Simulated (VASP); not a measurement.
AlRu4, 5 atoms in the cell. Symmetry: P-43m, No. 215, cubic system. Conventional cell: a = 4.358 Å, b = 4.358 Å, c = 4.358 Å, α = 90.00°, β = 90.00°, γ = 90.00°. Within 3.0 Å of Al (site symmetry -43m) lie 4 Ru at 2.26 Å. Ru (site symmetry 3m) has 1 Al at 2.26 Å and 3 Ru at 2.47 Å within 3.0 Å. 

| Item | Value |
| --- | --- |
| Program | VASP 6.6.1 |
| Task | single point |
| Functional | PBE |
| Potentials or basis | VASP PAW PBE potentials, release 64 (Al, Ru_pv) |
| Cutoff | 520 eV |
| k mesh | 10 × 10 × 10 |
| Occupations | gaussian, width 0.1 eV |
| Spin | no spin polarisation |
| Dipole correction | no |
| Further INCAR settings | ALGO = Fast; EDIFF = 1e-06; NBANDS = 38 |

Potentials or basis: VASP PAW PBE potentials, release 64 (Al, Ru_pv).

The run is started by

```bash
$ cat potpaw_PBE.64/Al/POTCAR potpaw_PBE.64/Ru_pv/POTCAR > POTCAR
$ mpirun -np 1 vasp_std > vasp.out
```

Hardware: 1 thread of AMD EPYC 7R43 64-Core Processor (Zen 3), with other jobs on the host.

Question: Estimate the wall time of this run.

Answer: Run time: 3.3 min on 1 thread of AMD EPYC 7R43 64-Core Processor (Zen 3), with other jobs on the host, peak memory 0.23 GiB. Counts: scf iterations 17, k points 56.
